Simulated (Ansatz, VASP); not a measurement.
## Zn in VASP and in Ansatz

```
Zn
1.0
     2.68245    0.00000    0.00000
    -1.34122    2.32307    0.00000
     0.00000    0.00000    4.97946
Zn
2
Direct
  0.33333 0.66667 0.25000
  0.66667 0.33333 0.75000
```

Change from the starting cell: volume scaled by 1.02, PAW files.

Alike in both runs: task electric field gradients; functional PBE; k mesh 16 × 16 × 8; occupations fermi-dirac, width 0.03 eV; no spin polarisation.

|  | VASP | Ansatz |
| --- | --- | --- |
| version | VASP 6.6.1 | Ansatz 0.2.0 |
| potentials or method | VASP PAW PBE potentials, release 64 (Zn) | PAW with Ansatz's default frozen-core files, scalar-relativistic |
| plane-wave cutoff (eV) | 520 | 420 |
| valence electrons in the cell | 24 | 24 |

```tsv
	VASP	Ansatz	Ansatz less VASP
pressure (GPa)	-1.5	-1.8	-0.30
traceless stress, the component that is largest in VASP (GPa)	-0.01	0.12	+0.136
size of Vzz on the site where it differs most (V/Å²)	36.7	36.6	-0.10
```
